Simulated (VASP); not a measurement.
Here is a VASP 6.6.1 calculation.

File INCAR:

```
SYSTEM = BaHfO3
ALGO = Normal
EDIFF = 1E-6
ENCUT = 600
GGA = PE
GGA_COMPAT = .FALSE.
ISIF = 2
ISMEAR = 0
LASPH = .TRUE.
LCHARG = .TRUE.
LMAXMIX = 4
LORBIT = 11
LORBMOM = .TRUE.
LREAL = .FALSE.
LSORBIT = .TRUE.
LVHAR = .TRUE.
LWAVE = .FALSE.
MAGMOM = 0 0 0 0 0 0 0 0 0 0 0 0 0 0 0
NBANDS = 53
NELM = 200
PREC = Accurate
SIGMA = 0.02
```

File KPOINTS:

```
k-points
0
G
  4 4 4
  0 0 0
```

The input POSCAR:

```
BaHfO3
1.0
    4.2066186459      0.0000000000      0.0000000000
    0.0000000000      4.2066186459      0.0000000000
    0.0000000000      0.0000000000      4.2066186459
Ba O Hf
1 3 1
Direct
    0.0000000000      0.0000000000      0.0000000000
    0.5000000000      0.5000000000      0.0000000000
    0.0000000000      0.5000000000      0.5000000000
    0.5000000000      0.0000000000      0.5000000000
    0.5000000000      0.5000000000      0.5000000000
```

Potentials or basis: VASP PAW PBE potentials, release 64 (Ba_sv, O, Hf_pv).

Command:

```bash
$ cat potpaw_PBE.64/Ba_sv/POTCAR potpaw_PBE.64/O/POTCAR potpaw_PBE.64/Hf_pv/POTCAR > POTCAR
$ mpirun -np 1 vasp_ncl > vasp.out
```

(1) Predict the net moment.

(2) Predict the pressure.

Results:

(1) 0.00 μB per cell.

(2) -0.7 GPa.

Caveat: the k points lie up to 0.37 Å⁻¹ apart.
